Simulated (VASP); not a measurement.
# K3SbI (Pm-3m) in VASP: notebook, part 2 of 2

VASP 6.6.1. The steps go on from the part before.

## 3. Relaxation of cell and atoms, PBE

This run uses another cell than the first one, of 53.55 Å³/atom.

INCAR

```
SYSTEM = K3SbI
PREC = Accurate
ENCUT = 600
EDIFF = 1E-7
ISMEAR = 0
SIGMA = 0.1
LREAL = .FALSE.
LASPH = .TRUE.
NELM = 100
ALGO = Normal
ISIF = 3
LWAVE = .FALSE.
LCHARG = .FALSE.
GGA = PE
IBRION = 2
NSW = 100
EDIFFG = -0.01
```

KPOINTS

```
regular mesh
0
G
  6 6 6
  0 0 0
```

POSCAR

```
K3SbI
1.0
    6.4454567185      0.0000000000      0.0000000000
    0.0000000000      6.4454567185      0.0000000000
    0.0000000000      0.0000000000      6.4454567185
K Sb I
3 1 1
Direct
    0.0000000000      0.5000000000      0.5000000000
    0.5000000000      0.0000000000      0.5000000000
    0.5000000000      0.5000000000      0.0000000000
    0.0000000000      0.0000000000      0.0000000000
    0.5000000000      0.5000000000      0.5000000000
```

Potentials or basis: VASP PAW PBE potentials, release 64 (K_sv, Sb, I).

Launch:

```console
$ cat potpaw_PBE.64/K_sv/POTCAR potpaw_PBE.64/Sb/POTCAR potpaw_PBE.64/I/POTCAR > POTCAR
$ mpirun -np 1 vasp_std > vasp.out
```

OUTCAR:

```text
SYSTEM = K3SbI
   PREC = Accurate
   ENCUT = 600
   EDIFF = 1E-7
   ISMEAR = 0
   LREAL = .FALSE.
   LASPH = .TRUE.
   NELM = 100
   ISIF = 3
   GGA = PE
   IBRION = 2
   NSW = 100
   EDIFFG = -0.01

 ion  position               nearest neighbor table
   1  0.000  0.500  0.500-   5 3.22   5 3.22
   2  0.500  0.000  0.500-   5 3.22   5 3.22
   3  0.500  0.500  0.000-   5 3.22   5 3.22
   4  0.000  0.000  0.000-
   5  0.500  0.500  0.500-   1 3.22   2 3.22   3 3.22   3 3.22   2 3.22   1 3.22

  LATTYP: Found a simple cubic cell.
 ALAT       =     6.4454567185

  Lattice vectors:

 A1 = (   6.4454567185,   0.0000000000,   0.0000000000)
 A2 = (   0.0000000000,   6.4454567185,   0.0000000000)
 A3 = (   0.0000000000,   0.0000000000,   6.4454567185)
[... 184 lines left out ...]
  --------------------------------------------------------------------------------------
  -------------------------------------------------------------------------------------
  Total        0.1641246      0.1641246      0.1641246     -0.0000000      0.0000000      0.0000000
  in kB        0.9820265      0.9820265      0.9820265     -0.0000000      0.0000000      0.0000000
  external PRESSURE =       0.9820265 kB  Pullay stress =       0.0000000 kB
[... 65 lines left out ...]
--------------------------------------- Ionic step        3  -------------------------------------------

 number of electron      39.0000005 magnetization

 Free energy of the ion-electron system (eV)
  ---------------------------------------------------
  ext. energy  EPLUGINS =         0.00000000
  ---------------------------------------------------
  free energy    TOTEN  =       -11.21036794 eV

  energy without entropy =      -11.16489613  energy(sigma->0) =      -11.18763204

 E-fermi :   0.6790     XC(G=0):  -6.5031

 val. band max:        0.6226050586   @ k =   0.5000   0.5000   0.1667
 cond. band min:       0.7055679371   @ k =   0.5000   0.0000   0.0000
 fundamental gap:      0.0829628785
 Fermi energy:         0.6789949266

 k-point     1 :       0.0000    0.0000    0.0000
  band No.  band energies     occupation
      1     -30.6770      2.00000
      2     -30.6700      2.00000
      3     -30.6700      2.00000
      4     -14.2627      2.00000
      5     -14.2627      2.00000
      6     -14.2627      2.00000
[... 541 lines left out ...]
  FREE ENERGIE OF THE ION-ELECTRON SYSTEM (eV)
  ---------------------------------------------------
  free  energy   TOTEN  =       -11.2103679436 eV

  energy  without entropy=      -11.1648961264  energy(sigma->0) =      -11.18763204

 reached required accuracy - stopping structural energy minimisation
```

OSZICAR:

```text
N       E                     dE             d eps       ncg     rms          rms(c)
DAV:   1     0.303693295801E+03    0.30369E+03   -0.16944E+04   920   0.149E+03
DAV:   2     0.156031244362E+02   -0.28809E+03   -0.28519E+03  1197   0.357E+02
DAV:   3    -0.107337391730E+02   -0.26337E+02   -0.26253E+02  1366   0.924E+01
DAV:   4    -0.116588290371E+02   -0.92509E+00   -0.92257E+00  1400   0.190E+01
[... 29 lines left out ...]
DAV:   5    -0.112103705535E+02    0.15159E-04   -0.20772E-04  1532   0.730E-02    0.162E-02
DAV:   6    -0.112103702277E+02    0.32581E-06   -0.91479E-06  1274   0.127E-02    0.809E-03
DAV:   7    -0.112103682887E+02    0.19390E-05   -0.85724E-07  1210   0.523E-03    0.110E-03
DAV:   8    -0.112103678813E+02    0.40737E-06   -0.10834E-07   775   0.168E-03    0.501E-04
DAV:   9    -0.112103679436E+02   -0.62287E-07   -0.28580E-08   684   0.926E-04
   3 F= -.11210368E+02 E0= -.11187632E+02  d E =-.824354E-03
```

CONTCAR:

```text
K3SbI
   1.00000000000000
     6.4671674539176012   -0.0000000000000000    0.0000000000000000
    -0.0000000000000000    6.4671674539176012   -0.0000000000000000
     0.0000000000000000    0.0000000000000000    6.4671674539176012
  K               Sb              I
     3     1     1
Direct
     0.0000000000000000    0.5000000000000000    0.5000000000000000
     0.5000000000000000    0.0000000000000000    0.5000000000000000
     0.5000000000000000    0.5000000000000000    0.0000000000000000
     0.0000000000000000    0.0000000000000000    0.0000000000000000
     0.5000000000000000    0.5000000000000000    0.5000000000000000

  0.00000000E+00  0.00000000E+00  0.00000000E+00
  0.00000000E+00  0.00000000E+00  0.00000000E+00
  0.00000000E+00  0.00000000E+00  0.00000000E+00
  0.00000000E+00  0.00000000E+00  0.00000000E+00
  0.00000000E+00  0.00000000E+00  0.00000000E+00
```

It took 5.5 min on 1 thread of Intel Xeon Platinum 8559C (Emerald Rapids), shared host; peak memory 0.51 GiB.

What came out:

- Free energy: -11.2104 eV
- Relaxed volume: 54.10 Å³/atom
- Relaxed cell: a = 6.467 Å, b = 6.467 Å, c = 6.467 Å, α = 90.00°, β = 90.00°, γ = 90.00°
- Space group after relaxing (to 0.1 Å): Pm-3m (No. 221)
- Energy gained by relaxing: 0.2 meV/atom
- Ionic steps: 3
- Pressure after relaxing: 0.0 GPa
- Band gap on the k mesh: zero (an odd number of electrons rules out a gap without spin polarisation)

Step by step:
| step | energy change (eV) | largest force (eV/Å) | pressure (GPa) | volume (Å³) |
| --- | --- | --- | --- | --- |
| 1 | 0.0000 | 0.0000 | 0.10 | 267.77 |
| 2 | -0.0006 | 0.0000 | 0.05 | 269.04 |
| 3 | -0.0008 | 0.0000 | 0.00 | 270.48 |

Final structure:
```
CELL_PARAMETERS angstrom
6.46717 0.00000 0.00000
0.00000 6.46717 0.00000
0.00000 0.00000 6.46717
ATOMIC_POSITIONS crystal
K 0.00000 0.50000 0.50000
K 0.50000 0.00000 0.50000
K 0.50000 0.50000 0.00000
Sb 0.00000 0.00000 0.00000
I 0.50000 0.50000 0.50000
```

Levels at points of the mesh, in eV from the Fermi level:
```
           k point  band 15  band 16  band 17  band 18  band 19  band 20  band 21  band 22  band 23
(0.00, 0.00, 0.00)    -3.64    -3.64    -3.64     0.11     0.11     0.11     0.73     2.32     2.32
(0.50, 0.00, 0.00)    -4.10    -3.67    -3.67    -0.72     0.03     0.03     2.01     3.07     3.08
(0.50, 0.50, 0.00)    -4.14    -4.14    -3.69    -0.39    -0.39     0.07     2.21     2.39     3.05
(0.50, 0.50, 0.50)    -4.16    -4.16    -4.16    -0.35    -0.35    -0.35     2.89     2.89     2.89
```

Caveat: spin-orbit coupling is left out, which moves the levels of the heavy elements; an odd number of electrons without spin polarisation forces a metal; a magnetic or distorted state may lie lower.

## 4. Single point, PBE

This run uses another cell than the first one, of 53.55 Å³/atom.

INCAR

```
PREC = Accurate
ENCUT = 520
EDIFF = 1E-6
ISMEAR = 0
SIGMA = 0.1
LREAL = False
LASPH = True
NELM = 100
ALGO = Normal
ISIF = 2
LWAVE = False
LCHARG = True
GGA = PE
LELF = True
LVHAR = True
NBANDS = 28
```

KPOINTS

```
Automatic mesh
0
Gamma
  4 4 4
```

POSCAR is that of step 3.

Launch:

```console
$ cat potpaw_PBE.64/K_sv/POTCAR potpaw_PBE.64/Sb/POTCAR potpaw_PBE.64/I/POTCAR > POTCAR
$ mpirun -np 1 vasp_std > vasp.out
```

Wall time 57 s (1 thread of Intel Xeon Platinum 8559C (Emerald Rapids), shared host); peak memory 0.35 GiB.

The run converged. Its results:

- Free energy: -11.2284 eV
- Pressure: 0.1 GPa
- Band gap on the k mesh: zero (an odd number of electrons rules out a gap without spin polarisation)

Levels at points of the mesh, in eV from the Fermi level:
| k point | band 17 | band 18 | band 19 | band 20 | band 21 | band 22 |
| --- | --- | --- | --- | --- | --- | --- |
| (0.00, 0.00, 0.00) | -3.66 | 0.08 | 0.08 | 0.08 | 0.73 | 2.31 |
| (0.50, 0.00, 0.00) | -3.68 | -0.75 | 0.00 | 0.00 | 2.01 | 3.06 |
| (0.50, 0.50, 0.00) | -3.70 | -0.42 | -0.42 | 0.04 | 2.22 | 2.38 |
| (0.50, 0.50, 0.50) | -4.18 | -0.37 | -0.37 | -0.37 | 2.89 | 2.89 |

Caveat: spin-orbit coupling is left out, which moves the levels of the heavy elements; an odd number of electrons without spin polarisation forces a metal; a magnetic or distorted state may lie lower.

## 5. Relaxation of cell and atoms, PBE

This run uses another cell than the first one, of 31.09 Å³/atom.

INCAR

```
SYSTEM = K3SbI
  PREC = Accurate
  ENCUT = 600
  EDIFF = 1E-6
  ISMEAR = 0
  SIGMA = 0.1
  LREAL = .False.
  LASPH = .True.
  NELM = 100
  ALGO = Normal
  ISIF = 3
  LWAVE = .False.
  LCHARG = .False.
  GGA = PE
  IBRION = 2
  NSW = 90
  EDIFFG = -0.04
```

KPOINTS

```
regular mesh
0
Gamma
  4 4 4
  0 0 0
```

Edit POSCAR of step 4 so:

```diff
@@ -2,5 +2,5 @@
 1.0
-    6.4454567185      0.0000000000      0.0000000000
-    0.0000000000      6.4454567185      0.0000000000
-    0.0000000000      0.0000000000      6.4454567185
+    5.3771530500      0.0000000000      0.0000000000
+    0.0000000000      5.3771530500      0.0000000000
+    0.0000000000      0.0000000000      5.3771530500
 K Sb I
```

Launch:

```console
$ cat potpaw_PBE.64/K_sv/POTCAR potpaw_PBE.64/Sb/POTCAR potpaw_PBE.64/I/POTCAR > POTCAR
$ mpirun -np 1 vasp_std > vasp.out
```

Run time: 3.1 min. Hardware: 1 thread of Intel Xeon Platinum 8559C (Emerald Rapids), shared host; peak memory 0.36 GiB.

Results (log left out):

```
Free energy                           : -11.2207 eV
Relaxed volume                        : 54.07 Å³/atom
Relaxed cell                          : a = 6.466 Å, b = 6.466 Å, c = 6.466 Å, α = 90.00°, β = 90.00°, γ = 90.00°
Space group after relaxing (to 0.1 Å) : Pm-3m (No. 221)
Energy gained by relaxing             : 798.1 meV/atom
Ionic steps                           : 5
Pressure after relaxing               : 0.0 GPa
Band gap on the k mesh                : zero (an odd number of electrons rules out a gap without spin polarisation)
```

Step by step:
```tsv
step	energy change (eV)	largest force (eV/Å)	pressure (GPa)	volume (Å³)
1	0.0000	0.0000	18.57	155.47
2	-3.9477	0.0000	0.80	251.49
3	-3.9787	0.0000	0.40	259.91
4	-3.9850	0.0000	-0.24	277.32
5	-3.9907	0.0000	-0.01	270.34
```

Final structure:
```xyz
5
Lattice="6.4660 0.0000 0.0000 0.0000 6.4660 0.0000 0.0000 0.0000 6.4660" Properties=species:S:1:pos:R:3 pbc="T T T"
K     0.0000    3.2330    3.2330
K     3.2330    0.0000    3.2330
K     3.2330    3.2330    0.0000
Sb    0.0000    0.0000    0.0000
I     3.2330    3.2330    3.2330
```

Levels at points of the mesh, in eV from the Fermi level:
| k point | band 15 | band 16 | band 17 | band 18 | band 19 | band 20 | band 21 | band 22 | band 23 |
| --- | --- | --- | --- | --- | --- | --- | --- | --- | --- |
| (0.00, 0.00, 0.00) | -3.66 | -3.66 | -3.66 | 0.08 | 0.08 | 0.08 | 0.71 | 2.30 | 2.30 |
| (0.50, 0.00, 0.00) | -4.12 | -3.68 | -3.68 | -0.75 | 0.00 | 0.00 | 1.99 | 3.05 | 3.08 |
| (0.50, 0.50, 0.00) | -4.16 | -4.16 | -3.71 | -0.42 | -0.42 | 0.04 | 2.20 | 2.37 | 3.03 |
| (0.50, 0.50, 0.50) | -4.18 | -4.18 | -4.18 | -0.37 | -0.37 | -0.37 | 2.87 | 2.87 | 2.87 |

Caveat: the volume moved by over 15 % at a fixed basis, so the end points are rough; spin-orbit coupling is left out, which moves the levels of the heavy elements; an odd number of electrons without spin polarisation forces a metal; a magnetic or distorted state may lie lower.

## 6. Overview

```tsv
task	cell	k mesh	cutoff (eV)	gap on the mesh (eV)	pressure (GPa)	relaxed volume (Å³/atom)
single point	a = 6.461 Å, 5 atoms	6 × 6 × 6	520	none	0.0	-
relaxation of cell and atoms	relaxed from a = 6.445 Å, 5 atoms	6 × 6 × 6	600	none	0.0	54.10
single point	a = 6.445 Å, 5 atoms	4 × 4 × 4	520	none	0.1	-
relaxation of cell and atoms	relaxed from a = 5.377 Å, 5 atoms	4 × 4 × 4	600	none	0.0	54.07
```

Alike in all rows: level PBE; potentials or basis VASP PAW PBE potentials, release 64 (K_sv, Sb, I); no spin polarisation; smearing gaussian 0.1 eV.

Caveats: spin-orbit coupling is left out, which moves the levels of the heavy elements; an odd number of electrons without spin polarisation forces a metal; a magnetic or distorted state may lie lower; the volume moved by over 15 % at a fixed basis, so the end points are rough (at least some runs).

Absolute energies hang on the potentials; compare differences alone.

The gap in the log of VASP goes by the Fermi energy; the results here count the filled bands.